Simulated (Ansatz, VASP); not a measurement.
# Two plane-wave programs on Li2CaSc2

```
Li Ca Sc
1.0
     3.36022    0.00000    0.00000
     0.00000    3.36022    0.00000
     0.00000    0.00000   11.21322
Li Ca Sc
2 1 2
Cartesian
  1.6801 1.6801 0.0000
  0.0000 0.0000 0.0000
  1.6801 1.6801 5.6066
  0.0000 0.0000 2.8280
  0.0000 0.0000 8.3852
```

Alike in both runs: task single point; functional PBE; k mesh 6 × 6 × 2; occupations gaussian, width 0.1 eV; collinear spin.

|  | VASP | Ansatz |
| --- | --- | --- |
| version | VASP 6.6.1 | Ansatz 0.2.0 |
| potentials or method | VASP PAW PBE potentials, release 64 (Li_sv, Ca_sv, Sc_sv), cutoff 520 eV | scalar-relativistic, plane waves, PAW |
| valence electrons in the cell | 38 | 38 |

```tsv
	VASP	Ansatz	Ansatz less VASP
gap on the k mesh at the Fermi level (eV)	none	none	-
rms of the force components (eV/Å)	0.005	0.007	+0.0014
net moment per atom (μB)	0.30	0.30	0.000
size of the moment on the site where the two differ most (μB)	0.06	0.10	+0.038
```

Site moments also hang on the region over which each program counts them. Atom by atom the forces differ by 0.001 eV/Å (rms over components). A gap of «none» marks a metal or a gap that the smearing closes.

Noted on VASP's run: the cutoff is short for stress, so the pressure is rough.
